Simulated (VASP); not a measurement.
GaAs: single point with PBEsol

GaAs:

```
Ga As
1.0
     2.82915    2.82915    0.00000
    -2.82915    2.82915    0.00000
     0.00000    2.82915    2.82915
Ga As
1 1
Direct
  0.00000 0.00000 0.00000
  0.75000 0.25000 0.50000
```

| Quantity | Value |
| --- | --- |
| Program | VASP 6.6.1 |
| Task | single point |
| Functional | PBEsol |
| Potentials or basis | VASP PAW PBE potentials, release 64 (Ga_d, As) |
| Cutoff | 520 eV |
| k mesh | 8 × 8 × 8 |
| Occupations | fermi-dirac, width 0.01 eV |
| Spin | non-collinear spin, zero start, spin-orbit coupling |
| Starting moments | [[0.0, 0.0, 0.0], [0.0, 0.0, 0.0]] μB |

```json
{"Pressure": "0.2 GPa", "Net moment": "0.00 μB per cell", "Valence electrons inside the program's atomic spheres": "Ga 11.68; As 2.83"}
```

Moments on the atoms (μB; x, y, z):
```
Ga  0.00 0.00 0.00
As  0.00 0.00 0.00
```

Wall time 4.7 min on 1 thread of Intel Xeon 8259CL (shared host), peak memory 0.32 GiB.

Caveat: the PAW data sets were made with another functional, which shifts forces and pressure a little.
